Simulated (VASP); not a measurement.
Runs of VASP 6.6.1 on V. The structure is that of space group Im-3m (No. 229), or close to it. The cells are those of the table. 

```csv
cell,further INCAR settings,gap on the mesh (eV),pressure (GPa)
"a = 2.687, b = 2.687, c = 2.555 Å, angles 109.5, 109.5, 111.4°, 1 atom",ALGO = Fast; EDIFF = 1e-07; NBANDS = 12,none,-4.4
"a = 2.539, b = 2.539, c = 2.703 Å, angles 109.5, 109.5, 106.9°, 1 atom",ALGO = Fast; EDIFF = 1e-07; NBANDS = 12,none,(a)
"a = 2.588, b = 2.588, c = 2.653 Å, angles 109.5, 109.5, 108.4°, 1 atom",ALGO = Fast; EDIFF = 1e-06; NBANDS = 12,none,-4.6
"a = 2.572, b = 2.572, c = 2.670 Å, angles 109.5, 109.5, 107.9°, 1 atom",ALGO = Fast; EDIFF = 1e-07; NBANDS = 12,none,-4.5
```

Alike in all rows: task single point; level PBE; potentials or basis VASP PAW PBE potentials, release 64 (V_sv); no spin polarisation; k mesh 22 × 22 × 22; cutoff (eV) 520; smearing gaussian 0.15 eV.

Fill in the values left out.

(a) -4.3.

Caveats: the cell stands under tension.

A gap of «none» marks levels without a gap at the run's occupations.
